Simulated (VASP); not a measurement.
# Sm (P6_3/mmc) in VASP: single point with PBE

Aim: the single point of Sm with PBE.

Everything below comes from runs of VASP 6.6.1. Logs are shortened: lines on timing, memory, paths and dates and some standing lists are left out, and cuts for length are marked.

### 1 The cell of the first run

It takes space group P6_3/mmc (No. 194, hexagonal). The conventional cell has a = 3.644 Å, b = 3.644 Å, c = 5.876 Å, α = 90.00°, β = 90.00°, γ = 120.00°. Sm (site symmetry -6m2) has 12 Sm at 3.61 to 3.64 Å within 4.7 Å.

This isn't the form of Sm at room conditions, which is rhombohedral.

### 2 Single point, PBE, collinear spin, ferrimagnetic start

INCAR

```
PREC = Accurate
ENCUT = 520
EDIFF = 1E-6
ISMEAR = -1
SIGMA = 0.05
LREAL = False
LASPH = True
NELM = 150
ALGO = Normal
ISIF = 2
LWAVE = False
LCHARG = False
ISPIN = 2
MAGMOM = -3.73 2.93
LORBIT = 11
LMAXMIX = 6
GGA = PE
NBANDS = 27
```

KPOINTS

```
Automatic mesh
0
Gamma
  8 8 5
```

POSCAR

```
Sm
1.0
    3.6440000000      0.0000000000      0.0000000000
   -1.8220000000      3.1557965714      0.0000000000
    0.0000000000      0.0000000000      5.8760000000
Sm
2
Direct
    0.6666666667      0.3333333333      0.7500000000
    0.3333333333      0.6666666667      0.2500000000
```

Potentials or basis: VASP PAW PBE potentials, release 64 (Sm).

Launch:

```bash
cat potpaw_PBE.64/Sm/POTCAR > POTCAR
mpirun -np 1 vasp_std > vasp.out
```

OUTCAR:

```text
PREC = Accurate
   ENCUT = 520
   EDIFF = 1E-6
   ISMEAR = -1
   LREAL = False
   LASPH = True
   NELM = 150
   ISIF = 2
   ISPIN = 2
   LORBIT = 11
   GGA = PE

 ion  position               nearest neighbor table
   1  0.667  0.333  0.750-
   2  0.333  0.667  0.250-

  LATTYP: Found a hexagonal cell.
 ALAT       =     3.6440000000
 C/A-ratio  =     1.6125137212

  Lattice vectors:

 A1 = (   3.6440000000,   0.0000000000,   0.0000000000)
 A2 = (  -1.8220000000,   3.1557965714,   0.0000000000)
 A3 = (   0.0000000000,   0.0000000000,   5.8760000000)

Analysis of symmetry for initial positions (statically):
=====================================================================
 Subroutine PRICEL returns:
 Original cell was already a primitive cell.

 Routine SETGRP: Setting up the symmetry group for a
 hexagonal supercell.

 Subroutine GETGRP returns: Found 24 space group operations
 (whereof 12 operations were pure point group operations)
 out of a pool of 24 trial point group operations.

The static configuration has the point symmetry D_3d.
 The point group associated with its full space group is D_6h.

Analysis of symmetry for dynamics (positions and initial velocities):
=====================================================================
 Subroutine PRICEL returns:
 Original cell was already a primitive cell.

 Routine SETGRP: Setting up the symmetry group for a
 hexagonal supercell.

 Subroutine GETGRP returns: Found 24 space group operations
 (whereof 12 operations were pure point group operations)
 out of a pool of 24 trial point group operations.

The dynamic configuration has the point symmetry D_3d.
 The point group associated with its full space group is D_6h.

Analysis of structural, dynamic, and magnetic symmetry:
=====================================================================
 Subroutine PRICEL returns:
 Original cell was already a primitive cell.

 Routine SETGRP: Setting up the symmetry group for a
 hexagonal supercell.

 Subroutine GETGRP returns: Found 12 space group operations
 (whereof  6 operations were pure point group operations)
 out of a pool of 24 trial point group operations.

The overall configuration has the point symmetry C_3v.
 The point group associated with its full space group is D_3h.

 Subroutine INISYM returns: Found 12 space group operations
 (whereof  6 operations are pure point group operations),
 and found     1 'primitive' translations

----------------------------------------------------------------------------------------

                                     Primitive cell

  volume of cell :      67.5724

  direct lattice vectors                    reciprocal lattice vectors
     3.644000000  0.000000000  0.000000000     0.274423710  0.158438603  0.000000000
    -1.822000000  3.155796571  0.000000000     0.000000000  0.316877206  0.000000000
     0.000000000  0.000000000  5.876000000     0.000000000  0.000000000  0.170183799

  length of vectors
     3.644000000  3.644000000  5.876000000     0.316877206  0.316877206  0.170183799

  position of ions in fractional coordinates (direct lattice)
     0.666666667  0.333333333  0.750000000
     0.333333333  0.666666667  0.250000000

  ion indices of the primitive-cell ions
   primitive index   ion index
                 1           1
                 2           2

----------------------------------------------------------------------------------------

 KPOINTS: Automatic mesh

Automatic generation of k-mesh.
 Grid dimensions read from file:
 generate k-points for:    8    8    5

 Generating k-lattice:

  Cartesian coordinates                     Fractional coordinates (reciprocal lattice)
     0.034302964  0.019804825  0.000000000     0.125000000  0.000000000  0.000000000
     0.000000000  0.039609651  0.000000000     0.000000000  0.125000000  0.000000000
     0.000000000  0.000000000  0.034036760     0.000000000  0.000000000  0.200000000

  Length of vectors
     0.039609651  0.039609651  0.034036760

  Shift w.r.t. Gamma in fractional coordinates (k-lattice)
     0.000000000  0.000000000  0.000000000

 Subroutine IBZKPT returns following result:
 ===========================================

 Found     30 irreducible k-points:

 Following reciprocal coordinates:
            Coordinates               Weight
  0.000000  0.000000  0.000000      1.000000
  0.125000  0.000000  0.000000      6.000000
  0.250000  0.000000  0.000000      6.000000
  0.375000  0.000000  0.000000      6.000000
  0.500000  0.000000  0.000000      3.000000
  0.125000  0.125000  0.000000      6.000000
[... 16 lines left out ...]
  0.250000  0.000000  0.400000     12.000000
  0.375000  0.000000  0.400000     12.000000
 [... further k-points ...]
   k-points           NKPTS =     30   k-points in BZ     NKDIM =     30   number of bands    NBANDS=     27
   number of dos      NEDOS =    301   number of ions     NIONS =      2
   total plane-waves  NPLWV =  37632
   dimension x,y,z NGX =    28 NGY =   28 NGZ =   48
   dimension x,y,z NGXF=    56 NGYF=   56 NGZF=   96
   ions per type =               2
   NGX,Y,Z   is equivalent  to a cutoff of  12.77, 12.77, 13.58 a.u.
   NGXF,Y,Z  is equivalent  to a cutoff of  25.55, 25.55, 27.16 a.u.
 SYSTEM =  unknown system
   PREC   = accura    normal or accurate (medium, high low for compatibility)
   ISTART =      0    job   : 0-new  1-cont  2-samecut
   ICHARG =      2    charge: 1-file 2-atom 10-const
   ISPIN  =      2    spin polarized calculation?
   LNONCOLLINEAR =      F non collinear calculations
   LSORBIT =      F    spin-orbit coupling
   LASPH  =      T    aspherical Exc in radial PAW
   ENCUT  =  520.0 eV  38.22 Ry    6.18 a.u.   6.78  6.78 10.93*2*pi/ulx,y,z
   NELM   =    150;   NELMIN=  2; NELMDL= -5     # of ELM steps
   EDIFF  = 0.1E-05   stopping-criterion for ELM
   LREAL  =      F    real-space projection
   EDIFFG = 0.1E-04   stopping-criterion for IOM
   NSW    =      0    number of steps for IOM
   IBRION =     -1    ionic relax: 0-MD 1-quasi-New 2-CG
   NFREE  =      0    steps in history (QN), initial steepest desc. (CG)
   ISIF   =      2    stress and relaxation
   ISYM   =      2    0-nonsym 1-usesym 2-fastsym
   POTIM  = 0.5000    time-step for ionic-motion
   TEBEG  =    0.0;   TEEND  =   0.0 temperature during run
   PSTRESS=    0.0 pullay stress
   NELECT =      32.0000    total number of electrons
   NUPDOWN=      -1.0000    fix difference up-down
   EMIN   =  10.00;   EMAX   =-10.00  energy-range for DOS
   EFERMI =   0.00;   METHOD = LEGACY
   ISMEAR =    -1;   SIGMA  =   0.05  broadening in eV -4-tet -1-fermi 0-gaus
   EFERMI_NEDOS =   21; number of points for ismear=-14 and -15
   IALGO  =     38    algorithm
   IMIX   =      4    mixing-type and parameters
     AMIX     =   0.40;   BMIX     =  1.00
     AMIX_MAG =   1.60;   BMIX_MAG =  1.00
  volume/ion in A,a.u.               =      33.79       228.00
  Fermi-wavevector in a.u.,A,eV,Ry     =   1.276052  2.411389 22.154492  1.628309
  Thomas-Fermi vector in A             =   2.408730
   LORBIT       =     11    0 simple, 1 ext, 2 COOP (PROOUT), +10 PAW based schemes
   GGA     = PE    functional components
   LHFCALC =     F    Hartree Fock is set to
   AEXX    =    0.0000 exact exchange contribution
   IVDW    =     0    specifies the selected vdW correction
   LEPSILON=     F    determine dielectric tensor
   LRPA    =     F    only Hartree local field effects (RPA)
 spin polarized calculation
  energy-cutoff  :      520.00
  volume of cell :       67.57
 maximum number of plane-waves:      1842
 NGX is ok and might be reduce to    28
   NGX = 13   NGY = 13   NGZ = 21

 number of electron      31.9999999 magnetization      -0.0008266

 number of electron      31.9999999 magnetization       0.0030852

 Free energy of the ion-electron system (eV)
  ---------------------------------------------------
  ext. energy  EPLUGINS =         0.00000000
  ---------------------------------------------------
  free energy    TOTEN  =       -18.49447020 eV

  energy without entropy =      -18.36072779  energy(sigma->0) =      -18.42759900

 E-fermi :   3.0675     XC(G=0):  -9.8036

 val. band max:        3.0656145257   @ k =   0.2500   0.1250   0.4000
 cond. band min:       3.0685690723   @ k =   0.2500   0.1250   0.4000
 fundamental gap:      0.0029545466
 Fermi energy:         3.0675019932

 spin component 1

 k-point     1 :       0.0000    0.0000    0.0000
  band No.  band energies     occupation
      1     -36.8695      1.00000
      2     -34.2448      1.00000
      3     -16.6618      1.00000
      4     -16.1342      1.00000
      5     -16.1342      1.00000
      6     -14.5003      1.00000
[... 19 lines left out ...]
     26       6.4789      0.00000
     27       6.4920      0.00000
[... 661 lines left out ...]
 k-point    24 :       0.3750    0.0000    0.4000
  band No.  band energies     occupation
      1     -36.8134      1.00000
      2     -34.1810      1.00000
      3     -16.7893      1.00000
      4     -16.4782      1.00000
      5     -16.2784      1.00000
      6     -14.7921      1.00000
[... 19 lines left out ...]
     26       6.8836      0.00000
     27       6.9241      0.00000

 [... further k-points ...]

 spin component 2

 k-point     1 :       0.0000    0.0000    0.0000
  band No.  band energies     occupation
      1     -36.8725      1.00000
      2     -34.2407      1.00000
      3     -16.6640      1.00000
      4     -16.1364      1.00000
      5     -16.1363      1.00000
      6     -14.4960      1.00000
[... 19 lines left out ...]
     26       6.4805      0.00000
     27       6.4973      0.00000
[... 661 lines left out ...]
 k-point    24 :       0.3750    0.0000    0.4000
  band No.  band energies     occupation
      1     -36.8163      1.00000
      2     -34.1769      1.00000
      3     -16.7913      1.00000
      4     -16.4808      1.00000
      5     -16.2805      1.00000
      6     -14.7895      1.00000
[... 19 lines left out ...]
     26       6.8826      0.00000
     27       6.9288      0.00000

 [... further k-points ...]

------------------------ aborting loop because EDIFF is reached ----------------------------------------

  FORCE on cell =-STRESS in cart. coord.  units (eV):
  Direction    XX          YY          ZZ          XY          YZ          ZX
  --------------------------------------------------------------------------------------
  -------------------------------------------------------------------------------------
  Total        0.5422073      0.5422073      1.7496987      0.0000000      0.0000000      0.0000000
  in kB       12.8560275     12.8560275     41.4862988      0.0000000      0.0000000      0.0000000
  external PRESSURE =      22.3994513 kB  Pullay stress =       0.0000000 kB

 VOLUME and BASIS-vectors are now :
 -----------------------------------------------------------------------------
  energy-cutoff  :      520.00
  volume of cell :       67.57
      direct lattice vectors                 reciprocal lattice vectors
     3.644000000  0.000000000  0.000000000     0.274423710  0.158438603  0.000000000
    -1.822000000  3.155796571  0.000000000     0.000000000  0.316877206  0.000000000
     0.000000000  0.000000000  5.876000000     0.000000000  0.000000000  0.170183799

 POSITION                                       TOTAL-FORCE (eV/Angst)
 -----------------------------------------------------------------------------------
      1.82200      1.05193      4.40700        -0.000000      0.000000      0.000000
     -0.00000      2.10386      1.46900         0.000000     -0.000000     -0.000000
 -----------------------------------------------------------------------------------
    total drift:                                0.000001     -0.000000      0.000000

  FREE ENERGIE OF THE ION-ELECTRON SYSTEM (eV)
  ---------------------------------------------------
  free  energy   TOTEN  =       -18.4944702017 eV

  energy  without entropy=      -18.3607277937  energy(sigma->0) =      -18.42759900

 total charge

# of ion       s       p       d       f       tot
--------------------------------------------------
    1        2.084   5.607   0.462   5.519  13.671
    2        2.084   5.607   0.462   5.491  13.644
--------------------------------------------------
tot          4.168  11.214   0.924  11.010  27.315

 magnetization (x)

# of ion       s       p       d       f       tot
--------------------------------------------------
    1        0.005   0.079  -0.163  -5.501  -5.580
    2       -0.005  -0.079   0.164   5.474   5.553
--------------------------------------------------
tot          0.000   0.000   0.000  -0.027  -0.027
```

Run time: 3.7 min. Hardware: 1 thread of Intel Xeon 6975P-C (Granite Rapids), shared host; peak memory 0.28 GiB.

What came out:

- Free energy: -18.4945 eV
- Pressure: 2.2 GPa
- Band gap on the k mesh: zero (filled and empty bands overlap)
- Net moment: 0.00 μB per cell
- Site moments: Sm -5.58, +5.55 μB
- Valence electrons inside the program's atomic spheres: Sm 13.67, 13.64

Stress tensor (GPa, compression positive):
```
1.29 0.00 0.00
0.00 1.29 0.00
0.00 0.00 4.15
```

Caveat: the magnetic or orbital state may not be the lowest; spin-orbit coupling is left out, which moves the levels of the heavy elements; semilocal functionals describe open f shells poorly, which spoils levels, moments and volumes. The state reached can hang on the start; a lower one may exist.
